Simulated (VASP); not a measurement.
# Lu (P6_3/mmc) in VASP: a series of runs

Lu is run at these levels: r2SCAN; tasks: single point.

Everything below comes from runs of VASP 6.6.1. Logs are shortened: lines on timing, memory, paths and dates and some standing lists are left out, and cuts for length are marked.

## Step 1: The cell of the first run

Symmetry: P6_3/mmc, No. 194, hexagonal system. Conventional cell: a = 3.505 Å, b = 3.505 Å, c = 5.470 Å, α = 90.00°, β = 90.00°, γ = 120.00°. Within 4.5 Å of Lu (site symmetry -6m2) lie 12 Lu at 3.40 to 3.50 Å.

## Step 2: Single point, r2SCAN

Contents of POSCAR:

```
Lu
1.0
    3.5048186286      0.0000000000      0.0000000000
   -1.7524093143      3.0352619680      0.0000000000
    0.0000000000      0.0000000000      5.4696750779
Lu
2
Direct
    0.3333333333      0.6666666667      0.2500000000
    0.6666666667      0.3333333333      0.7500000000
```

Contents of INCAR.step1:

```
SYSTEM = Lu
PREC = Accurate
ENCUT = 520
ISMEAR = 1
SIGMA = 0.3
LREAL = .False.
LASPH = .True.
NELM = 60
NBANDS = 32
GGA = PE
ALGO = Normal
EDIFF = 1E-4
LWAVE = .True.
LCHARG = .False.
```

Contents of INCAR.step2:

```
SYSTEM = Lu
PREC = Accurate
ENCUT = 520
EDIFF = 1E-7
ISMEAR = 1
SIGMA = 0.3
LREAL = .False.
LASPH = .True.
NELM = 60
ALGO = Normal
ISIF = 2
LWAVE = .False.
LCHARG = .True.
METAGGA = R2SCAN
LMIXTAU = .True.
LELF = .True.
LVHAR = .True.
NBANDS = 32
ISTART = 1
```

Contents of KPOINTS:

```
Automatic mesh
0
Gamma
  10 10 6
  0 0 0
```

Potentials or basis: VASP PAW PBE potentials, release 64 (Lu).

Run with:

```bash
$ cat potpaw_PBE.64/Lu/POTCAR > POTCAR
$ cp INCAR.step1 INCAR
$ mpirun -np 1 vasp_std > vasp.out
$ cp INCAR.step2 INCAR
$ mpirun -np 1 vasp_std > vasp.out
```

OUTCAR:

```text
SYSTEM = Lu
   PREC = Accurate
   ENCUT = 520
   EDIFF = 1E-7
   ISMEAR = 1
   LREAL = .False.
   LASPH = .True.
   NELM = 60
   ISIF = 2
   METAGGA = R2SCAN
   ISTART = 1

 ion  position               nearest neighbor table
   1  0.333  0.667  0.250-   2 3.40   2 3.40   2 3.40   2 3.40   2 3.40   2 3.40
   2  0.667  0.333  0.750-   1 3.40   1 3.40   1 3.40   1 3.40   1 3.40   1 3.40

  LATTYP: Found a hexagonal cell.
 ALAT       =     3.5048186286
 C/A-ratio  =     1.5606157287

  Lattice vectors:

 A1 = (   3.5048186286,   0.0000000000,   0.0000000000)
 A2 = (  -1.7524093143,   3.0352619680,   0.0000000000)
 A3 = (   0.0000000000,   0.0000000000,   5.4696750779)

Analysis of symmetry for initial positions (statically):
=====================================================================
 Subroutine PRICEL returns:
 Original cell was already a primitive cell.

 Routine SETGRP: Setting up the symmetry group for a
 hexagonal supercell.

 Subroutine GETGRP returns: Found 24 space group operations
 (whereof 12 operations were pure point group operations)
 out of a pool of 24 trial point group operations.

The static configuration has the point symmetry D_3d.
 The point group associated with its full space group is D_6h.

Analysis of symmetry for dynamics (positions and initial velocities):
=====================================================================
 Subroutine PRICEL returns:
 Original cell was already a primitive cell.

 Routine SETGRP: Setting up the symmetry group for a
 hexagonal supercell.

 Subroutine GETGRP returns: Found 24 space group operations
 (whereof 12 operations were pure point group operations)
 out of a pool of 24 trial point group operations.

The dynamic configuration has the point symmetry D_3d.
 The point group associated with its full space group is D_6h.

 Subroutine INISYM returns: Found 24 space group operations
 (whereof 12 operations are pure point group operations),
 and found     1 'primitive' translations

----------------------------------------------------------------------------------------

                                     Primitive cell

  volume of cell :      58.1866

  direct lattice vectors                    reciprocal lattice vectors
     3.504818629  0.000000000  0.000000000     0.285321469  0.164730427  0.000000000
    -1.752409314  3.035261968  0.000000000     0.000000000  0.329460854  0.000000000
     0.000000000  0.000000000  5.469675078     0.000000000  0.000000000  0.182826217

  length of vectors
     3.504818629  3.504818629  5.469675078     0.329460854  0.329460854  0.182826217

  position of ions in fractional coordinates (direct lattice)
     0.333333333  0.666666667  0.250000000
     0.666666667  0.333333333  0.750000000

  ion indices of the primitive-cell ions
   primitive index   ion index
                 1           1
                 2           2

----------------------------------------------------------------------------------------

 KPOINTS: Automatic mesh

Automatic generation of k-mesh.
 Grid dimensions read from file:
 generate k-points for:   10   10    6

 Generating k-lattice:

  Cartesian coordinates                     Fractional coordinates (reciprocal lattice)
     0.028532147  0.016473043  0.000000000     0.100000000 -0.000000000  0.000000000
     0.000000000  0.032946085  0.000000000     0.000000000  0.100000000  0.000000000
     0.000000000  0.000000000  0.030471036     0.000000000  0.000000000  0.166666667

  Length of vectors
     0.032946085  0.032946085  0.030471036

  Shift w.r.t. Gamma in fractional coordinates (k-lattice)
     0.000000000  0.000000000  0.000000000

 Subroutine IBZKPT returns following result:
 ===========================================

 Found     56 irreducible k-points:

 Following reciprocal coordinates:
            Coordinates               Weight
  0.000000  0.000000  0.000000      1.000000
  0.100000 -0.000000  0.000000      6.000000
  0.200000 -0.000000  0.000000      6.000000
  0.300000 -0.000000  0.000000      6.000000
  0.400000 -0.000000  0.000000      6.000000
  0.500000 -0.000000  0.000000      3.000000
[... 16 lines left out ...]
  0.300000  0.100000  0.166667     24.000000
  0.400000  0.100000  0.166667     24.000000
 [... further k-points ...]
   k-points           NKPTS =     56   k-points in BZ     NKDIM =     56   number of bands    NBANDS=     32
   number of dos      NEDOS =    301   number of ions     NIONS =      2
   total plane-waves  NPLWV =  32928
   dimension x,y,z NGX =    28 NGY =   28 NGZ =   42
   dimension x,y,z NGXF=    56 NGYF=   56 NGZF=   84
   ions per type =               2
   NGX,Y,Z   is equivalent  to a cutoff of  13.28, 13.28, 12.77 a.u.
   NGXF,Y,Z  is equivalent  to a cutoff of  26.56, 26.56, 25.53 a.u.
 SYSTEM =  Lu
   PREC   = accura    normal or accurate (medium, high low for compatibility)
   ISTART =      1    job   : 0-new  1-cont  2-samecut
   ICHARG =      0    charge: 1-file 2-atom 10-const
   ISPIN  =      1    spin polarized calculation?
   LNONCOLLINEAR =      F non collinear calculations
   LSORBIT =      F    spin-orbit coupling
   LASPH  =      T    aspherical Exc in radial PAW
   ENCUT  =  520.0 eV  38.22 Ry    6.18 a.u.   6.52  6.52 10.17*2*pi/ulx,y,z
   NELM   =     60;   NELMIN=  2; NELMDL=  0     # of ELM steps
   EDIFF  = 0.1E-06   stopping-criterion for ELM
   LREAL  =      F    real-space projection
   EDIFFG = 0.1E-05   stopping-criterion for IOM
   NSW    =      0    number of steps for IOM
   IBRION =     -1    ionic relax: 0-MD 1-quasi-New 2-CG
   NFREE  =      0    steps in history (QN), initial steepest desc. (CG)
   ISIF   =      2    stress and relaxation
   ISYM   =      2    0-nonsym 1-usesym 2-fastsym
   POTIM  = 0.5000    time-step for ionic-motion
   TEBEG  =    0.0;   TEEND  =   0.0 temperature during run
   PSTRESS=    0.0 pullay stress
   NELECT =      50.0000    total number of electrons
   NUPDOWN=      -1.0000    fix difference up-down
   EMIN   =  10.00;   EMAX   =-10.00  energy-range for DOS
   EFERMI =   0.00;   METHOD = LEGACY
   ISMEAR =     1;   SIGMA  =   0.30  broadening in eV -4-tet -1-fermi 0-gaus
   EFERMI_NEDOS =   21; number of points for ismear=-14 and -15
   IALGO  =     38    algorithm
   IMIX   =      4    mixing-type and parameters
     AMIX     =   0.40;   BMIX     =  1.00
     AMIX_MAG =   1.60;   BMIX_MAG =  1.00
  volume/ion in A,a.u.               =      29.09       196.33
  Fermi-wavevector in a.u.,A,eV,Ry     =   1.556409  2.941187 32.958877  2.422409
  Thomas-Fermi vector in A             =   2.660209
   LORBIT       =      0    0 simple, 1 ext, 2 COOP (PROOUT), +10 PAW based schemes
   METAGGA = R2SCAN    functional components
   LHFCALC =     F    Hartree Fock is set to
   AEXX    =    0.0000 exact exchange contribution
   IVDW    =     0    specifies the selected vdW correction
   LEPSILON=     F    determine dielectric tensor
   LRPA    =     F    only Hartree local field effects (RPA)
 non-spin polarized calculation
 Methfessel and Paxton  Order N= 1 SIGMA  =   0.30
  energy-cutoff  :      520.00
  volume of cell :       58.19
 maximum number of plane-waves:      1616
 NGX is ok and might be reduce to    28
   NGX = 13   NGY = 13   NGZ = 21

 number of electron      49.9999994 magnetization

 Free energy of the ion-electron system (eV)
  ---------------------------------------------------
  ext. energy  EPLUGINS =         0.00000000
  ---------------------------------------------------
  free energy    TOTEN  =       -76.11739887 eV

  energy without entropy =      -76.10296692  energy(sigma->0) =      -76.11258822

 E-fermi :   2.1492     XC(G=0): -11.6057

 val. band max:        2.1396791164   @ k =   0.2000   0.2000   0.1667
 cond. band min:       2.1526147083   @ k =   0.4000   0.1000   0.3333
 fundamental gap:      0.0129355919
 Fermi energy:         2.1491526096

 k-point     1 :       0.0000    0.0000    0.0000
  band No.  band energies     occupation
      1     -55.7117      2.00000
      2     -55.6729      2.00000
      3     -26.0142      2.00000
      4     -25.5629      2.00000
      5     -25.5629      2.00000
      6     -25.4772      2.00000
[... 24 lines left out ...]
     31       5.9581     -0.00000
     32       5.9581     -0.00000

 k-point     2 :       0.1000   -0.0000    0.0000
  band No.  band energies     occupation
      1     -55.7093      2.00000
      2     -55.6721      2.00000
      3     -25.9977      2.00000
      4     -25.5951      2.00000
      5     -25.5740      2.00000
      6     -25.5112      2.00000
[... 24 lines left out ...]
     31       5.6310     -0.00000
     32       5.7044     -0.00000

 k-point     3 :       0.2000   -0.0000    0.0000
  band No.  band energies     occupation
      1     -55.7025      2.00000
      2     -55.6702      2.00000
      3     -25.9513      2.00000
      4     -25.6799      2.00000
      5     -25.6021      2.00000
      6     -25.5975      2.00000
[... 24 lines left out ...]
     31       6.0988     -0.00000
     32       6.2799     -0.00000

 k-point     4 :       0.3000   -0.0000    0.0000
  band No.  band energies     occupation
      1     -55.6936      2.00000
      2     -55.6685      2.00000
      3     -25.8847      2.00000
      4     -25.7856      2.00000
      5     -25.6992      2.00000
      6     -25.6351      2.00000
[... 24 lines left out ...]
     31       6.9016     -0.00000
     32       7.2527     -0.00000

 k-point     5 :       0.4000   -0.0000    0.0000
  band No.  band energies     occupation
      1     -55.6853      2.00000
      2     -55.6682      2.00000
      3     -25.8715      2.00000
      4     -25.8153      2.00000
      5     -25.7781      2.00000
      6     -25.6608      2.00000
[... 584 lines left out ...]
     31       5.9865     -0.00000
     32       6.4379     -0.00000

 k-point    22 :       0.2000    0.1000    0.1667
  band No.  band energies     occupation
      1     -55.6949      2.00000
      2     -55.6709      2.00000
      3     -25.9034      2.00000
      4     -25.7184      2.00000
      5     -25.6908      2.00000
      6     -25.6145      2.00000
[... 24 lines left out ...]
     31       6.5184     -0.00000
     32       7.1149     -0.00000

 k-point    23 :       0.3000    0.1000    0.1667
  band No.  band energies     occupation
      1     -55.6867      2.00000
      2     -55.6695      2.00000
      3     -25.8898      2.00000
      4     -25.7953      2.00000
      5     -25.7370      2.00000
      6     -25.6532      2.00000
[... 24 lines left out ...]
     31       7.6159     -0.00000
     32       7.9342     -0.00000

 k-point    24 :       0.4000    0.1000    0.1667
  band No.  band energies     occupation
      1     -55.6806      2.00000
      2     -55.6695      2.00000
      3     -25.9180      2.00000
      4     -25.8299      2.00000
      5     -25.7351      2.00000
      6     -25.6682      2.00000
[... 24 lines left out ...]
     31       8.3354      0.00000
     32       8.6224      0.00000

 [... further k-points ...]

------------------------ aborting loop because EDIFF is reached ----------------------------------------

  FORCE on cell =-STRESS in cart. coord.  units (eV):
  Direction    XX          YY          ZZ          XY          YZ          ZX
  --------------------------------------------------------------------------------------
  -------------------------------------------------------------------------------------
  Total        0.0862848      0.0862848      0.0375942      0.0000000      0.0000000     -0.0000000
  in kB        2.3758647      2.3758647      1.0351627      0.0000000      0.0000000     -0.0000000
  external PRESSURE =       1.9289640 kB  Pullay stress =       0.0000000 kB

 VOLUME and BASIS-vectors are now :
 -----------------------------------------------------------------------------
  energy-cutoff  :      520.00
  volume of cell :       58.19
      direct lattice vectors                 reciprocal lattice vectors
     3.504818629  0.000000000  0.000000000     0.285321469  0.164730427  0.000000000
    -1.752409314  3.035261968  0.000000000     0.000000000  0.329460854  0.000000000
     0.000000000  0.000000000  5.469675078     0.000000000  0.000000000  0.182826217

 POSITION                                       TOTAL-FORCE (eV/Angst)
 -----------------------------------------------------------------------------------
     -0.00000      2.02351      1.36742        -0.000000      0.000000      0.000000
      1.75241      1.01175      4.10226         0.000000     -0.000000      0.000000
 -----------------------------------------------------------------------------------
    total drift:                               -0.000000      0.000000     -0.000000

  FREE ENERGIE OF THE ION-ELECTRON SYSTEM (eV)
  ---------------------------------------------------
  free  energy   TOTEN  =       -76.1173988691 eV

  energy  without entropy=      -76.1029669246  energy(sigma->0) =      -76.11258822
```

It took 7 min on 1 thread of AMD EPYC 7R13 (Zen 3), shared host; peak memory 0.22 GiB.

What came out:

| Quantity | Value |
| --- | --- |
| Free energy | -76.1174 eV |
| Pressure | 0.2 GPa |
| Band gap on the k mesh | zero (bands 25 and 26 overlap by 2.00 eV) |

Caveat: so wide a smearing shifts energies and pressures; the PAW data sets were made with another functional, which shifts forces and pressure a little; spin-orbit coupling is left out, which moves the levels of the heavy elements.

## Step 3: Single point, r2SCAN

POSCAR is that of step 2.

Contents of INCAR.step1:

```
ALGO = Normal
EDIFF = 1E-4
ENCUT = 520
GGA = PE
ISMEAR = 1
LASPH = T
LCHARG = F
LREAL = F
LWAVE = T
NBANDS = 32
NELM = 60
PREC = Accurate
SIGMA = 0.6
```

Contents of INCAR.step2:

```
ALGO = Normal
EDIFF = 1E-6
ENCUT = 520
ISIF = 2
ISMEAR = 1
ISTART = 1
LASPH = T
LCHARG = F
LMIXTAU = T
LREAL = F
LWAVE = F
METAGGA = R2SCAN
NBANDS = 32
NELM = 60
PREC = Accurate
SIGMA = 0.6
```

Contents of KPOINTS:

```
k-points
0
Gamma
  10 10 6
```

Potentials or basis: VASP PAW PBE potentials, release 64 (Lu).

Run with:

```bash
$ cat potpaw_PBE.64/Lu/POTCAR > POTCAR
$ cp INCAR.step1 INCAR
$ mpirun -np 1 vasp_std > vasp.out
$ cp INCAR.step2 INCAR
$ mpirun -np 1 vasp_std > vasp.out
```

It took 7.5 min on 1 thread of AMD EPYC 7R13 (Zen 3), shared host; peak memory 0.22 GiB.

The run converged. Its results:

```yaml
Free_energy: -76.1430 eV
Pressure: 0.4 GPa
Band_gap_on_the_k_mesh: zero (bands 25 and 26 overlap by 2.00 eV)
```

Stress tensor (GPa, compression positive):
```
0.23 0.00 0.00
0.00 0.23 0.00
0.00 0.00 0.64
```

Levels at points of the mesh, in eV from the Fermi level:
| k point | band 22 | band 23 | band 24 | band 25 | band 26 | band 27 | band 28 | band 29 |
| --- | --- | --- | --- | --- | --- | --- | --- | --- |
| (0.00, 0.00, 0.00) | -5.02 | -5.02 | -2.39 | 0.55 | 2.45 | 2.45 | 2.93 | 3.25 |
| (0.50, 0.00, 0.00) | -5.03 | -2.38 | -1.42 | -0.84 | -0.42 | 1.74 | 2.11 | 2.63 |
| (0.00, 0.00, 0.50) | -5.02 | -4.53 | -4.53 | 1.37 | 1.37 | 2.36 | 2.36 | 2.36 |
| (0.50, 0.00, 0.50) | -5.05 | -2.11 | -2.11 | 0.10 | 0.10 | 1.47 | 1.47 | 3.66 |

Caveat: so wide a smearing shifts energies and pressures; the PAW data sets were made with another functional, which shifts forces and pressure a little; spin-orbit coupling is left out, which moves the levels of the heavy elements.

(Continued in part 2 of 2.)

The gap in the log of VASP goes by the Fermi energy; the results here count the filled bands.